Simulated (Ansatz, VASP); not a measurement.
**Zr3O in VASP and in Ansatz**

```
Zr O
1.0
     5.71091    0.00000    0.00000
    -2.85545    4.94579    0.00000
     0.00000    0.00000    4.92966
Zr O
6 2
Direct
  0.36633 0.00000 0.00000
  0.36633 0.36633 0.50000
  0.00000 0.36633 0.00000
  0.63367 0.00000 0.50000
  0.63367 0.63367 0.00000
  0.00000 0.63367 0.50000
  0.33333 0.66667 0.25000
  0.66667 0.33333 0.75000
```

Alike in both runs: task single point; functional PBEsol; k mesh 9 × 9 × 8; occupations gaussian, width 0.15 eV; no spin polarisation.

```csv
,VASP,Ansatz
version,VASP 6.6.1,Ansatz 0.2.0
potentials or method,"VASP PAW PBE potentials, release 64 (Zr_sv, O), cutoff 520 eV","scalar-relativistic, plane waves, PAW"
valence electrons in the cell,84,84
```

|  | VASP | Ansatz | Ansatz less VASP |
| --- | --- | --- | --- |
| gap on the k mesh at the Fermi level (eV) | none | none | - |
| pressure (GPa) | 6.6 | 6.4 | -0.20 |
| traceless stress, the component that is largest in VASP (GPa) | 6.86 | 6.83 | -0.029 |
| rms of the force components (eV/Å) | 0.806 | 0.797 | -0.0095 |

VASP's potentials were made for PBE, not for PBEsol, and Ansatz warns of the same on its side. Atom by atom the forces differ by 0.010 eV/Å (rms over components). A gap of «none» marks a metal or a gap that the smearing closes. With one functional, cell and mesh, what is left measures potentials, basis and numerics.
